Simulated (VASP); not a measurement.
Runs of VASP 6.6.1 on SiC. The structure is that of space group F-43m (No. 216), or close to it. The cells are those of the table. 

| task | cell | gap on the mesh (eV) | pressure (GPa) |
| --- | --- | --- | --- |
| relaxation of cell and atoms | relaxed from a = 3.082 Å, angles 60.0°, 2 atoms | 1.51 | 0.0 |
| single point | a = 3.097 Å, angles 60.0°, 2 atoms | 1.51 | -0.1 |
| single point | a = 2.903 Å, angles 60.0°, 2 atoms | 1.34 | 59.6 |
| single point | a = 3.015 Å, angles 60.0°, 2 atoms | 1.45 | (a) |
| relaxation of cell and atoms | relaxed to 60 GPa from a = 3.082 Å, angles 60.0°, 2 atoms | 1.34 | 60.0 |
| single point | a = 2.953 Å, angles 60.0°, 2 atoms | 1.39 | 39.6 |
| relaxation of cell and atoms | relaxed to 40 GPa from a = 3.082 Å, angles 60.0°, 2 atoms | 1.39 | 40.3 |
| relaxation of cell and atoms | relaxed to 20 GPa from a = 3.082 Å, angles 60.0°, 2 atoms | 1.45 | 19.5 |

Alike in all rows: level PBE; potentials or basis VASP PAW PBE potentials, release 64 (Si, C); no spin polarisation; k mesh 9 × 9 × 9; cutoff (eV) 600; smearing gaussian 0.01 eV.

Question: Fill in the values left out.

Answer: (a) 19.7.

Caveats: an odd mesh through Γ misses points on the zone boundary, where band edges can lie; the cell stands under pressure (at least some runs); the cell is relaxed towards a set pressure, so the run minimises the enthalpy, not the energy (at least some runs).
